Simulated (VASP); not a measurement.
C:

```
C
1.0
     1.32888    0.00000    0.00000
     0.00000    1.68128    0.00000
     0.00000    0.00000    2.47767
C
1
Cartesian
  0.0000 0.8406 0.0000
```

* Program: VASP 6.6.1
* Task: relaxation of cell and atoms
* Functional: PBE
* Potentials or basis: VASP PAW PBE potentials, release 64 (C_h)
* Cutoff: 910 eV
* k mesh: 12 × 10 × 8
* Occupations: gaussian, width 0.1 eV
* Spin: no spin polarisation

At the start: pressure 134.0 GPa; volume 5.54 Å³/atom.

**Question.** Where does the relaxation end?

**Answer.** Over 38 steps the energy falls by 1850.1 meV/atom and the volume is 9.66 Å³/atom (+74.5 %); space group Pmmm (No. 47, to 0.05 Å).

Step by step:
```
step  energy change (eV)  largest force (eV/Å)  pressure (GPa)  volume (Å³)
   1              0.0000                0.0000          134.02         5.54
   2              0.0983                0.0000          -52.01        10.04
   3             -0.6073                0.0000           -4.96         7.26
   4             -0.6106                0.0000           -0.98         7.16
   5             -0.6112                0.0000            1.97         7.09
   6             -1.0329                0.0000            8.07         7.34
   7             -0.5294                0.0000          152.37         7.80
   8             -1.3548                0.0000           44.17         7.57
   9             -1.3593                0.0000           53.42         7.60
  10             -1.3825                0.0000           54.92         7.70
  11             -1.4233                0.0000           60.30         7.99
  12             -1.4865                0.0000           52.64         8.18
  13             -1.6406                0.0000           30.74         8.74
  14             -1.7822                0.0000           -2.34         9.94
  15             -1.7850                0.0000           -8.00        10.21
  16             -1.8010                0.0000           -7.44        10.33
  17             -1.8078                0.0000           -6.70        10.47
  18             -1.8078                0.0000           -6.62        10.48
  19             -1.8125                0.0000           -4.88        10.39
  20             -1.8217                0.0000            0.62        10.11
  21             -1.8164                0.0000           13.02         9.57
  22             -1.8235                0.0000            4.42         9.93
  23             -1.8273                0.0000            3.96         9.89
  24             -1.8355                0.0000            2.61         9.74
  25             -1.8363                0.0000            0.10         9.45
  26             -1.8386                0.0000            1.26         9.59
  27             -1.8414                0.0000            1.59         9.57
  28             -1.8475                0.0000            2.62         9.51
  29             -1.8429                0.0000            5.02         9.38
  30             -1.8486                0.0000            3.30         9.47
  31             -1.8494                0.0000            0.52         9.54
  32             -1.8494                0.0000            0.56         9.53
  33             -1.8498                0.0000            0.52         9.56
  34             -1.8499                0.0000            0.49         9.59
  35             -1.8500                0.0000            0.04         9.61
  36             -1.8500                0.0000           -0.57         9.64
  37             -1.8500                0.0000           -0.48         9.64
  38             -1.8501                0.0000           -0.24         9.66
```

Final structure:
```
C
1.0
     1.27993    0.00000    0.00000
     0.00000    2.58671    0.00000
     0.00000    0.00000    2.91684
C
1
Direct
  0.00000 0.50000 0.00000
```

Caveat: the k points lie up to 0.41 Å⁻¹ apart in the final cell; the cutoff is under 1.25 times the usual one of these potentials, so pressure, stress and relaxed cells hold a basis-set (Pulay) error; the volume moved by over 15 % at a fixed basis, so the end points are rough.
